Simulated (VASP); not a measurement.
# PbO2 (Pnnm) in VASP: notebook, part 2 of 2

VASP 6.6.1.

### Step 4. Single point, PBE (uniaxial strain along a: -1.5 %)

INCAR

```
SYSTEM = PbO2
  PREC = Accurate
  ENCUT = 520
  EDIFF = 1E-7
  ISMEAR = 0
  SIGMA = 0.1
  LREAL = .False.
  LASPH = .True.
  NELM = 100
  ALGO = Normal
  ISIF = 2
  LWAVE = .False.
  LCHARG = .False.
  GGA = PE
  NBANDS = 35
```

KPOINTS

```
regular mesh
0
Gamma
  8 8 10
  0 0 0
```

POSCAR

```
PbO2
1.0
    5.0052437365      0.0000000000      0.0000000000
    0.0000000000      5.1005212188      0.0000000000
    0.0000000000      0.0000000000      3.4560885417
Pb O
2 4
Direct
    0.0000000000      0.0000000000      0.0000000000
    0.5000000000      0.5000000000      0.5000000000
    0.3079158087      0.3079158087      0.0000000000
    0.1920841913      0.8079158087      0.5000000000
    0.6920841913      0.6920841913      0.0000000000
    0.8079158087      0.1920841913      0.5000000000
```

Potentials or basis: VASP PAW PBE potentials, release 64 (Pb_d, O).

On the command line:

```sh
cat potpaw_PBE.64/Pb_d/POTCAR potpaw_PBE.64/O/POTCAR > POTCAR
mpirun -np 1 vasp_std > vasp.out
```

OUTCAR:

```text
SYSTEM = PbO2
   PREC = Accurate
   ENCUT = 520
   EDIFF = 1E-7
   ISMEAR = 0
   LREAL = .False.
   LASPH = .True.
   NELM = 100
   ISIF = 2
   GGA = PE

 ion  position               nearest neighbor table
   1  0.000  0.000  0.000-   3 2.20   5 2.20   4 2.21   6 2.21   4 2.21   6 2.21   2 3.97   2 3.97
                             2 3.97   2 3.97   2 3.97   2 3.97   2 3.97   2 3.97
   2  0.500  0.500  0.500-   4 2.20   6 2.20   5 2.21   3 2.21   3 2.21   5 2.21   1 3.97   1 3.97
                             1 3.97   1 3.97   1 3.97   1 3.97   1 3.97   1 3.97
   3  0.308  0.308  0.000-   1 2.20   2 2.21   2 2.21
   4  0.192  0.808  0.500-   2 2.20   1 2.21   1 2.21
   5  0.692  0.692  0.000-   1 2.20   2 2.21   2 2.21
   6  0.808  0.192  0.500-   2 2.20   1 2.21   1 2.21

  LATTYP: Found a simple orthorhombic cell.
 ALAT       =     3.4560885417
 B/A-ratio  =     1.4482394407
 C/A-ratio  =     1.4758074503

  Lattice vectors:

 A1 = (   0.0000000000,   0.0000000000,   3.4560885417)
 A2 = (   5.0052437365,   0.0000000000,   0.0000000000)
 A3 = (   0.0000000000,   5.1005212188,   0.0000000000)

Analysis of symmetry for initial positions (statically):
=====================================================================
 Subroutine PRICEL returns:
 Original cell was already a primitive cell.

 Routine SETGRP: Setting up the symmetry group for a
 simple orthorhombic supercell.

 Subroutine GETGRP returns: Found  8 space group operations
 (whereof  4 operations were pure point group operations)
 out of a pool of  8 trial point group operations.

The static configuration has the point symmetry C_2h.
 The point group associated with its full space group is D_2h.

Analysis of symmetry for dynamics (positions and initial velocities):
=====================================================================
 Subroutine PRICEL returns:
 Original cell was already a primitive cell.

 Routine SETGRP: Setting up the symmetry group for a
 simple orthorhombic supercell.

 Subroutine GETGRP returns: Found  8 space group operations
 (whereof  4 operations were pure point group operations)
 out of a pool of  8 trial point group operations.

The dynamic configuration has the point symmetry C_2h.
 The point group associated with its full space group is D_2h.

 Subroutine INISYM returns: Found  8 space group operations
 (whereof  4 operations are pure point group operations),
 and found     1 'primitive' translations

----------------------------------------------------------------------------------------

                                     Primitive cell

  volume of cell :      88.2317

  direct lattice vectors                    reciprocal lattice vectors
     5.005243736  0.000000000  0.000000000     0.199790470  0.000000000  0.000000000
     0.000000000  5.100521219  0.000000000     0.000000000  0.196058394  0.000000000
     0.000000000  0.000000000  3.456088542     0.000000000  0.000000000  0.289344439

  length of vectors
     5.005243736  5.100521219  3.456088542     0.199790470  0.196058394  0.289344439

  position of ions in fractional coordinates (direct lattice)
     0.000000000  0.000000000  0.000000000
     0.500000000  0.500000000  0.500000000
     0.307915809  0.307915809  0.000000000
     0.192084191  0.807915809  0.500000000
     0.692084191  0.692084191  0.000000000
     0.807915809  0.192084191  0.500000000
[... 33 lines left out ...]

 Found    150 irreducible k-points:

 Following reciprocal coordinates:
            Coordinates               Weight
  0.000000  0.000000  0.000000      1.000000
  0.125000  0.000000  0.000000      2.000000
  0.250000  0.000000  0.000000      2.000000
  0.375000  0.000000  0.000000      2.000000
  0.500000  0.000000  0.000000      1.000000
  0.000000  0.125000  0.000000      2.000000
[... 16 lines left out ...]
  0.250000  0.500000  0.000000      2.000000
  0.375000  0.500000  0.000000      2.000000
 [... further k-points ...]
   k-points           NKPTS =    150   k-points in BZ     NKDIM =    150   number of bands    NBANDS=     35
   number of dos      NEDOS =    301   number of ions     NIONS =      6
   total plane-waves  NPLWV =  44800
   dimension x,y,z NGX =    40 NGY =   40 NGZ =   28
   dimension x,y,z NGXF=    80 NGYF=   80 NGZF=   56
   ions per type =               2   4
   NGX,Y,Z   is equivalent  to a cutoff of  13.29, 13.04, 13.47 a.u.
   NGXF,Y,Z  is equivalent  to a cutoff of  26.57, 26.08, 26.94 a.u.
 SYSTEM =  PbO2
   PREC   = accura    normal or accurate (medium, high low for compatibility)
   ISTART =      0    job   : 0-new  1-cont  2-samecut
   ICHARG =      2    charge: 1-file 2-atom 10-const
   ISPIN  =      1    spin polarized calculation?
   LNONCOLLINEAR =      F non collinear calculations
   LSORBIT =      F    spin-orbit coupling
   LASPH  =      T    aspherical Exc in radial PAW
   ENCUT  =  520.0 eV  38.22 Ry    6.18 a.u.   9.31  9.48  6.43*2*pi/ulx,y,z
   NELM   =    100;   NELMIN=  2; NELMDL= -5     # of ELM steps
   EDIFF  = 0.1E-06   stopping-criterion for ELM
   LREAL  =      F    real-space projection
   EDIFFG = 0.1E-05   stopping-criterion for IOM
   NSW    =      0    number of steps for IOM
   IBRION =     -1    ionic relax: 0-MD 1-quasi-New 2-CG
   NFREE  =      0    steps in history (QN), initial steepest desc. (CG)
   ISIF   =      2    stress and relaxation
   ISYM   =      2    0-nonsym 1-usesym 2-fastsym
   POTIM  = 0.5000    time-step for ionic-motion
   TEBEG  =    0.0;   TEEND  =   0.0 temperature during run
   PSTRESS=    0.0 pullay stress
   NELECT =      52.0000    total number of electrons
   NUPDOWN=      -1.0000    fix difference up-down
   EMIN   =  10.00;   EMAX   =-10.00  energy-range for DOS
   EFERMI =   0.00;   METHOD = LEGACY
   ISMEAR =     0;   SIGMA  =   0.10  broadening in eV -4-tet -1-fermi 0-gaus
   EFERMI_NEDOS =   21; number of points for ismear=-14 and -15
   IALGO  =     38    algorithm
   IMIX   =      4    mixing-type and parameters
     AMIX     =   0.40;   BMIX     =  1.00
     AMIX_MAG =   1.60;   BMIX_MAG =  1.00
  volume/ion in A,a.u.               =      14.71        99.24
  Fermi-wavevector in a.u.,A,eV,Ry     =   1.372570  2.593781 25.632662  1.883947
  Thomas-Fermi vector in A             =   2.498165
   LORBIT       =      0    0 simple, 1 ext, 2 COOP (PROOUT), +10 PAW based schemes
   GGA     = PE    functional components
   LHFCALC =     F    Hartree Fock is set to
   AEXX    =    0.0000 exact exchange contribution
   IVDW    =     0    specifies the selected vdW correction
   LEPSILON=     F    determine dielectric tensor
   LRPA    =     F    only Hartree local field effects (RPA)
 non-spin polarized calculation
 Gauss-broadening in eV      SIGMA  =   0.10
  energy-cutoff  :      520.00
  volume of cell :       88.23
 maximum number of plane-waves:      2400
 NGX is ok and might be reduce to    40
   NGX = 19   NGY = 19   NGZ = 13

 number of electron      51.9999987 magnetization

 Free energy of the ion-electron system (eV)
  ---------------------------------------------------
  ext. energy  EPLUGINS =         0.00000000
  ---------------------------------------------------
  free energy    TOTEN  =       -31.86394315 eV

  energy without entropy =      -31.86087029  energy(sigma->0) =      -31.86240672

 E-fermi :   3.8298     XC(G=0): -10.4156

 val. band max:        3.8199692256   @ k =   0.1250   0.1250   0.0000
 cond. band min:       3.8414561608   @ k =   0.0000   0.0000   0.1000
 fundamental gap:      0.0214869352
 Fermi energy:         3.8298221532

 k-point     1 :       0.0000    0.0000    0.0000
  band No.  band energies     occupation
      1     -14.2019      2.00000
      2     -14.1542      2.00000
      3     -12.6043      2.00000
      4     -12.5585      2.00000
      5     -11.6937      2.00000
      6     -11.5368      2.00000
[... 901 lines left out ...]
     34      15.1069      0.00000
     35      15.7561      0.00000

 [... further k-points ...]
[... 5 lines left out ...]
  --------------------------------------------------------------------------------------
  -------------------------------------------------------------------------------------
  Total        0.7557879      0.3768961      0.3463431     -0.0000000      0.0000000      0.0000000
  in kB       13.7241638      6.8439618      6.2891583     -0.0000000      0.0000000      0.0000000
  external PRESSURE =       8.9524280 kB  Pullay stress =       0.0000000 kB

 VOLUME and BASIS-vectors are now :
 -----------------------------------------------------------------------------
  energy-cutoff  :      520.00
  volume of cell :       88.23
      direct lattice vectors                 reciprocal lattice vectors
     5.005243736  0.000000000  0.000000000     0.199790470  0.000000000  0.000000000
     0.000000000  5.100521219  0.000000000     0.000000000  0.196058394  0.000000000
     0.000000000  0.000000000  3.456088542     0.000000000  0.000000000  0.289344439

 POSITION                                       TOTAL-FORCE (eV/Angst)
 -----------------------------------------------------------------------------------
      0.00000      0.00000      0.00000         0.000000      0.000000      0.000000
      2.50262      2.55026      1.72804         0.000000      0.000000      0.000000
      1.54119      1.57053      0.00000        -0.014232     -0.006916      0.000000
      0.96143      4.12079      1.72804         0.014232     -0.006916     -0.000000
      3.46405      3.52999      0.00000         0.014232      0.006916     -0.000000
      4.04382      0.97973      1.72804        -0.014232      0.006916      0.000000
 -----------------------------------------------------------------------------------
    total drift:                                0.000000      0.000000     -0.000000

  FREE ENERGIE OF THE ION-ELECTRON SYSTEM (eV)
  ---------------------------------------------------
  free  energy   TOTEN  =       -31.8639431486 eV

  energy  without entropy=      -31.8608702944  energy(sigma->0) =      -31.86240672
```

Run time: 3 min. Hardware: 1 thread of Intel Xeon 6975P-C (Granite Rapids), shared host; peak memory 0.45 GiB.

Results:

```yaml
Free_energy: -31.8639 eV
Pressure: 0.9 GPa
Largest_force: 0.016 eV/Å
```

Forces on the atoms (eV/Å):
```
Pb   0.000  0.000  0.000
Pb   0.000  0.000  0.000
O   -0.014 -0.007  0.000
O    0.014 -0.007  0.000
O    0.014  0.007  0.000
O   -0.014  0.007  0.000
```

Stress tensor (GPa, compression positive):
```
1.37 0.00 0.00
0.00 0.68 0.00
0.00 0.00 0.63
```

Caveat: the cell differs from its parent crystal (uniaxial strain along a: -1.5 %); spin-orbit coupling is left out, which moves the levels of the heavy elements.

### Step 5. Single point, PBE

This run uses another cell than the first one, of 14.83 Å³/atom, 1.010 times its volume.

INCAR

```
PREC     = Accurate       # precision mode
ENCUT    = 520            # plane-wave cutoff, eV
EDIFF    = 1E-6           # SCF threshold, eV
ISMEAR   = 0              # smearing method
SIGMA    = 0.1            # smearing width, eV
LREAL    = F              # projectors in reciprocal space
LASPH    = T              # aspherical terms in the spheres
NELM     = 80             # most SCF steps
ALGO     = Normal         # electronic algorithm
ISIF     = 2              # what is computed and relaxed
LWAVE    = F              # write WAVECAR
LCHARG   = F              # write CHGCAR
GGA      = PE             # functional
NBANDS   = 35             # bands
```

KPOINTS

```
Automatic mesh
0
Gamma
  8 8 10
```

POSCAR

```
PbO2
1.0
    5.1576877081      0.0000000000      0.0000000000
    0.0000000000      5.0258173633      0.0000000000
    0.0000000000      0.0000000000      3.4337940036
Pb O
2 4
Direct
    0.0000000000      0.0000000000      0.0000000000
    0.5000000000      0.5000000000      0.5000000000
    0.3202541137      0.2953222250      0.0000000000
    0.1797458863      0.7953222250      0.5000000000
    0.6797458863      0.7046777750      0.0000000000
    0.8202541137      0.2046777750      0.5000000000
```

On the command line:

```sh
cat potpaw_PBE.64/Pb_d/POTCAR potpaw_PBE.64/O/POTCAR > POTCAR
mpirun -np 1 vasp_std > vasp.out
```

It took 4.7 min on 1 thread of AMD EPYC 9R45 (Zen 5), shared host; peak memory 0.43 GiB.

It converged, with:

```
Free energy            : -31.8677 eV
Pressure               : 0.0 GPa
Largest force          : 0.012 eV/Å
Band gap on the k mesh : 0.11 eV, indirect (least direct gap 0.20 eV)
```

Forces in eV/Å, atoms in the order of the input:
```
Pb   0.000  0.000  0.000
Pb   0.000  0.000  0.000
O   -0.008 -0.009  0.000
O    0.008 -0.009  0.000
O    0.008  0.009  0.000
O   -0.008  0.009  0.000
```

Stress tensor (GPa, compression positive):
```
-0.48  0.00  0.00
 0.00  0.15  0.00
 0.00  0.00  0.35
```

Levels at points of the mesh, in eV from the valence-band top:
| k point | band 24 | band 25 | band 26 | band 27 | band 28 | band 29 |
| --- | --- | --- | --- | --- | --- | --- |
| (0.00, 0.00, 0.00) | -0.57 | -0.51 | -0.47 | 0.13 | 3.91 | 5.74 |
| (0.50, 0.00, 0.00) | -0.59 | -0.33 | -0.33 | 2.15 | 2.15 | 6.56 |
| (0.00, 0.50, 0.00) | -0.61 | -0.28 | -0.28 | 2.03 | 2.03 | 6.24 |
| (0.50, 0.50, 0.00) | -0.63 | -0.39 | -0.39 | 2.50 | 2.50 | 6.55 |
| (0.00, 0.00, 0.50) | -0.96 | -0.65 | -0.65 | 3.40 | 3.40 | 8.60 |
| (0.50, 0.00, 0.50) | -0.75 | -0.22 | -0.22 | 3.64 | 3.64 | 6.92 |
| (0.00, 0.50, 0.50) | -0.58 | -0.26 | -0.26 | 3.70 | 3.70 | 7.11 |
| (0.50, 0.50, 0.50) | -0.59 | -0.43 | -0.43 | 2.57 | 2.57 | 8.13 |

Caveat: spin-orbit coupling is left out, which moves the levels of the heavy elements.

### Step 6. The runs side by side

| cell | gap on the mesh (eV) | pressure (GPa) | largest force (eV/Å) |
| --- | --- | --- | --- |
| a = 4.929, b = 5.175, c = 3.453 Å, 6 atoms | 0.17 | 0.7 | 0.01 |
| a = 5.005, b = 5.101, c = 3.456 Å, 6 atoms | - | 0.9 | 0.02 |
| a = 5.158, b = 5.026, c = 3.434 Å, 6 atoms | 0.11 | 0.0 | 0.01 |

Alike in all rows: task single point; level PBE; potentials or basis VASP PAW PBE potentials, release 64 (Pb_d, O); no spin polarisation; k mesh 8 × 8 × 10; cutoff (eV) 520; smearing gaussian 0.1 eV.

Caveats: spin-orbit coupling is left out, which moves the levels of the heavy elements.

Total energies depend on the potentials used, so only differences within one code and one set of settings carry meaning.
